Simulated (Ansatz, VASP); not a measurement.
## Two plane-wave programs on CoO

INCAR

```
SYSTEM = CoO
  PREC = Accurate
  ENCUT = 600
  EDIFF = 1E-6
  ISMEAR = 0
  SIGMA = 0.02
  LREAL = .FALSE.
  LASPH = .TRUE.
  NELM = 150
  ALGO = Normal
  ISIF = 3
  LWAVE = .FALSE.
  LCHARG = .FALSE.
  ISPIN = 2
  MAGMOM = 2.88 0.24
  LORBIT = 11
  LMAXMIX = 4
  LDAU = .TRUE.
  LDAUTYPE = 2
  LDAUL = 2 -1
  LDAUU = 3.32 0
  LDAUJ = 0 0
  LDAUPRINT = 1
  GGA = PE
  IBRION = 2
  NSW = 100
  EDIFFG = -0.005
```

File KPOINTS:

```
regular mesh
0
G
  12 12 12
  0 0 0
```

The input POSCAR:

```
CoO
1.0
    1.5367472030      0.8872414113      2.4735053782
   -1.5367472030      0.8872414113      2.4735053782
    0.0000000000     -1.7744828227      2.4735053782
Co O
1 1
Direct
    0.0000000000      0.0000000000      0.0000000000
    0.5000000000      0.5000000000      0.5000000000
```

Input for Ansatz:

```yaml
crystal:
  lattice:
    - [1.5367478308, 0.8872417738, 2.4735049807]
    - [-1.5367478308, 0.8872417738, 2.4735049807]
    - [0.0, -1.7744835476, 2.4735049807]
  atoms:
    - { symbol: Co, position: [0.0, 0.0, 0.0], spin: 2.88 }
    - { symbol: O, position: [0.5, 0.5, 0.5], spin: 0.24 }
basis:
  ecutwfc: 420
kpoints:
  mp_grid: { grid: [12, 12, 12] }
hamiltonian:
  xc: pbe
  hubbard: { sites: [{ species: Co, l: d, u_eff: 3.32 }] }
scf:
  occupations: { method: gaussian, width: 0.02 }
output:
  forces: true
  stress: true
  eigenvalues: true
  populations: true
magnetization:
  spin_polarized: true
relax:
  adjacent_minimum: "off"
  f_tol: 0.005
  max_steps: 80
  cell: { stress_tol: 0.05 }
```

Alike in both runs: task relaxation of cell and atoms; functional PBE; k mesh 12 × 12 × 12; occupations gaussian, width 0.02 eV; collinear spin; Hubbard terms Co d U = 3.32 eV.

```csv
,VASP,Ansatz
version,VASP 6.6.1,Ansatz 0.2.0
potentials or method,"VASP PAW PBE potentials, release 64 (Co, O), cutoff 600 eV","scalar-relativistic, plane waves, PAW"
valence electrons in the cell,15,23
```

|  | VASP | Ansatz | Ansatz less VASP |
| --- | --- | --- | --- |
| net moment per atom (μB) | 1.50 | 1.50 | 0.000 |
| size of the moment on the site where the two differ most (μB) | 2.73 | 2.62 | -0.109 |
| relaxed volume (Å³/atom) | 9.65 | 10.12 | +0.465 |
| relaxed cell length with the largest relative difference (Å) | 2.983 | 3.044 | +0.0610 |

Site moments also hang on the region over which each program counts them. The programs project onto different local orbitals, so the same U acts differently, and such runs can settle in different states. VASP's potentials hold 15 valence electrons a cell and Ansatz's 23, so a difference there can come from the potentials and not from the codes.
